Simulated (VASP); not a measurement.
A run of VASP 6.6.1:

The input INCAR:

```
SYSTEM = HC20
  ALGO = Normal
  DIPOL = 0.5 0.5 0.323
  EDIFF = 1E-7
  ENCUT = 520
  GGA = PE
  IDIPOL = 3
  ISIF = 2
  ISMEAR = 0
  LASPH = .True.
  LCHARG = .False.
  LDIPOL = .True.
  LREAL = Auto
  LWAVE = .False.
  NBANDS = 56
  NELM = 60
  PREC = Accurate
  SIGMA = 0.1
```

KPOINTS

```
k-points
0
Gamma
  4 3 1
  0 0 0
```

File POSCAR:

```
HC20
1.0
    8.5436715405      0.0000000000      0.0000000000
   -2.1359178851      8.6110540208      0.0000000000
    0.0000000000      0.0000000000     20.2788032239
C H
20 1
Direct
    0.0782061927      0.9794914374      0.1972502990
    0.5782061927      0.9794914374      0.1972502990
    0.4115395260      0.9794914374      0.1972502990
    0.9115395260      0.9794914374      0.1972502990
    0.3230790521      0.9589828748      0.2574344206
    0.8230790520      0.9589828748      0.2574344206
    0.1564123854      0.9589828748      0.2574344206
    0.6564123854      0.9589828748      0.2574344206
    0.0669022322      0.9383832545      0.3175270258
    0.5669022322      0.9383832545      0.3175270258
    0.4022890672      0.9383830569      0.3175270292
    0.9022890672      0.9383830569      0.3175270292
    0.3111132839      0.9176696404      0.3778998177
    0.8111132839      0.9176696404      0.3778998177
    0.1477212297      0.9176696493      0.3778997293
    0.6477212297      0.9176696493      0.3778997293
    0.0473700365      0.8987970040      0.4329048735
    0.5473700365      0.8987970040      0.4329048735
    0.4020265048      0.8987962851      0.4329053903
    0.9020265048      0.8987962851      0.4329053903
    0.0473700365      1.6487970040      0.4572357219
```

Potentials or basis: VASP PAW PBE potentials, release 64 (C, H).

Command:

```sh
$ cat potpaw_PBE.64/C/POTCAR potpaw_PBE.64/H/POTCAR > POTCAR
$ mpirun -np 1 vasp_std > vasp.out
```

Hardware: 1 thread of Intel(R) Xeon(R) Platinum 8259CL CPU @ 2.50GHz (Skylake/Cascade Lake), on a shared host.

Estimate the wall time of this run.

Wall time 27 min on 1 thread of Intel(R) Xeon(R) Platinum 8259CL CPU @ 2.50GHz (Skylake/Cascade Lake), with other jobs on the host, peak memory 1.4 GiB. Counts: scf iterations 32, k points 7.
